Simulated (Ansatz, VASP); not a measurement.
AlAs3 in VASP and in Ansatz

```
Al As
1.0
    -2.35439    2.35439    3.33496
     2.35439   -2.35439    3.33496
     2.35439    2.35439   -3.33496
Al As
1 3
Direct
  0.00000 0.00000 0.00000
  0.75000 0.25000 0.50000
  0.25000 0.75000 0.50000
  0.50000 0.50000 0.00000
```

Change from the starting cell: species swapped into the TlIn3 type (I4/mmm, No. 139).

Alike in both runs: functional PBE; k mesh 16 × 16 × 16; occupations gaussian, width 0.1 eV; no spin polarisation.

Ansatz relaxed the structure, and its values are those at the end. VASP's run is a single point on that final structure, the one shown.

|  | VASP | Ansatz |
| --- | --- | --- |
| version | VASP 6.6.1 | Ansatz 0.2.0 |
| potentials or method | VASP PAW PBE potentials, release 64 (Al, As), cutoff 520 eV | scalar-relativistic, plane waves, PAW |
| valence electrons in the cell | 18 | 48 |

|  | VASP | Ansatz | Ansatz less VASP |
| --- | --- | --- | --- |
| gap on the k mesh at the Fermi level (eV) | none | none | - |
| pressure (GPa) | 0.1 | 0.0 | -0.09 |

A gap of «none» marks a metal or a gap that the smearing closes. VASP's potentials hold 18 valence electrons a cell and Ansatz's 48, so a difference there can come from the potentials and not from the codes.
